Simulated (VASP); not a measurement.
Write the native input for VASP 6.6.1 that does the following.

```yaml
Task: single point
Functional: PBE
Potentials_or_basis: VASP PAW PBE potentials, release 64 (Mo_sv)
Cutoff: 520 eV
k_mesh: 22 × 22 × 22
Occupations: gaussian, width 0.15 eV
Spin: no spin polarisation
Dipole_correction: no
Further_INCAR_settings: ALGO = Fast; EDIFF = 1e-06; NBANDS = 13
```

The structure of Mo lies in POSCAR:

```
Mo
1.0
   -1.5474350000      1.5710000000      1.5710000000
    1.5474350000     -1.5710000000      1.5710000000
    1.5474350000      1.5710000000     -1.5710000000
Mo
1
Direct
    0.0000000000      0.0000000000      0.0000000000
```

This cell differs from its parent crystal: strain -0.0150 x Voigt [1, 0, 0, 0, 0, 0].

The input as run:

INCAR

```
SYSTEM = Mo
PREC = Accurate ; ENCUT = 520
EDIFF = 1E-6 ; ISMEAR = 0
SIGMA = 0.15 ; LREAL = .FALSE.
LASPH = .TRUE. ; NELM = 100
ALGO = Fast ; ISIF = 2
LWAVE = .FALSE. ; LCHARG = .TRUE.
GGA = PE ; LELF = .TRUE.
LVHAR = .TRUE. ; NBANDS = 13
```

KPOINTS

```
Automatic mesh
0
G
  22 22 22
  0 0 0
```

Potentials or basis: VASP PAW PBE potentials, release 64 (Mo_sv).

The run is started by

```sh
$ cat potpaw_PBE.64/Mo_sv/POTCAR > POTCAR
$ mpirun -np 1 vasp_std > vasp.out
```

Results of the run:

```json
{
  "Pressure": "9.8 GPa",
  "Band gap on the k mesh": "zero (band 7 reaches 17.06 eV, above the bottom of band 8 at 11.60 eV)"
}
```

Caveat: the cell differs from its parent crystal (strain -0.0150 x Voigt [1, 0, 0, 0, 0, 0]).

Run time: 80 s on 1 thread of Intel(R) Xeon(R) Platinum 8488C (Sapphire Rapids) (shared host), peak memory 0.25 GiB.
